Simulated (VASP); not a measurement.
Pt: single point with LDA

The system is Pt.

```
Pt
1.0
     0.00000    2.01532    1.59855
     2.01532    0.00000    1.59855
     2.01532    2.01532    0.00000
Pt
1
Direct
  0.00000 0.00000 0.00000
```

This cell differs from its parent crystal: volume 12.985 Å^3 an atom, c/a of the conventional cell 0.7932.

* Program: VASP 6.6.1
* Task: single point
* Functional: LDA
* Potentials or basis: VASP PAW LDA potentials, release 64 (Pt)
* Cutoff: 520 eV
* k mesh: 22 × 22 × 22
* Occupations: gaussian, width 0.15 eV
* Spin: no spin polarisation
* Dipole correction: no
* Further INCAR settings: ALGO = Fast; EDIFF = 1e-07; NBANDS = 11

```
Pressure               : 59.8 GPa
Band gap on the k mesh : zero (band 5 reaches 15.60 eV, above the bottom of band 6 at 12.59 eV)
```

Stress tensor (GPa, compression positive):
```
56.12  0.00  0.00
 0.00 56.12  0.00
 0.00  0.00 67.31
```

Levels at points of the mesh, in eV from the Fermi level:
```
           k point  band 2  band 3  band 4  band 5  band 6  band 7  band 8  band 9
(0.00, 0.00, 0.00)   -5.06   -5.06   -3.85   -2.39   -0.87   15.36   17.69   17.69
(0.50, 0.00, 0.00)   -6.19   -2.65   -0.64   -0.64    1.26    7.79   13.38   18.37
(0.50, 0.50, 0.00)   -8.29    0.47    0.88    0.88    5.71    9.32    9.32   15.14
(0.50, 0.00, 0.50)   -7.52   -0.57   -0.37    0.25    1.61    9.00   12.49   15.49
```

Wall time 77 s on 1 thread of AMD EPYC 9R45 96-Core Processor (Zen 5), with other jobs on the host, peak memory 0.2 GiB.

Caveat: spin-orbit coupling is left out, which moves the levels of the heavy elements.
